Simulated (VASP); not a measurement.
Set up this calculation in VASP 6.6.1, as the native input.

```
Task                   : relaxation of cell and atoms
Functional             : PBE
Potentials or basis    : VASP PAW PBE potentials, release 64 (Sr_sv, Si)
Cutoff                 : 600 eV
k mesh                 : 6 × 6 × 6
Occupations            : gaussian, width 0.1 eV
Spin                   : no spin polarisation
Dipole correction      : no
Further INCAR settings : ALGO = Normal; EDIFF = 1e-07; IBRION = 2; EDIFFG = -0.04; NSW = 90; ISIF = 3
```

The structure of SrSi4 lies in POSCAR:

```
SrSi4
1.0
    1.7285443900     -5.6664892300      0.0000000000
    1.7285443900      5.6664892300      0.0000000000
    0.0000000000      0.0000000000      3.5958592300
Sr Si
1 4
Direct
    0.5000000000      0.5000000000      0.0000000000
    0.0940261200      0.9059738800      0.5000000000
    0.9059738800      0.0940261200      0.5000000000
    0.1949989000      0.8050011000      0.0000000000
    0.8050011000      0.1949989000      0.0000000000
```

The cell was generated, and may not be a known phase.

One way to write it, as run:

INCAR

```
SYSTEM = SrSi4
  PREC = Accurate
  ENCUT = 600
  EDIFF = 1E-7
  ISMEAR = 0
  SIGMA = 0.1
  LREAL = .False.
  LASPH = .True.
  NELM = 100
  ALGO = Normal
  ISIF = 3
  LWAVE = .False.
  LCHARG = .False.
  GGA = PE
  IBRION = 2
  NSW = 90
  EDIFFG = -0.04
```

KPOINTS

```
Automatic mesh
0
Gamma
  6 6 6
  0 0 0
```

Potentials or basis: VASP PAW PBE potentials, release 64 (Sr_sv, Si).

Run with:

```bash
$ cat potpaw_PBE.64/Sr_sv/POTCAR potpaw_PBE.64/Si/POTCAR > POTCAR
$ mpirun -np 1 vasp_std > vasp.out
```

It gave:

| Quantity | Value |
| --- | --- |
| Relaxed volume | 21.77 Å³/atom |
| Relaxed cell | a = 6.209 Å, b = 6.209 Å, c = 3.960 Å, α = 90.00°, β = 90.00°, γ = 134.51° |
| Space group after relaxing (to 0.1 Å) | Cmmm (No. 65) |
| Energy gained by relaxing | 1240.2 meV/atom |
| Ionic steps | 18 |
| Pressure after relaxing | 0.0 GPa |
| Largest force after relaxing | 0.029 eV/Å |
| Band gap on the k mesh | zero (bands 13 and 14 overlap by 1.12 eV) |

Caveat: the volume moved by over 15 % at a fixed basis, so the end points are rough.

It took 29 min on 1 thread of Oxide Virtual Turin-like Processor, on a shared host, peak memory 0.29 GiB.
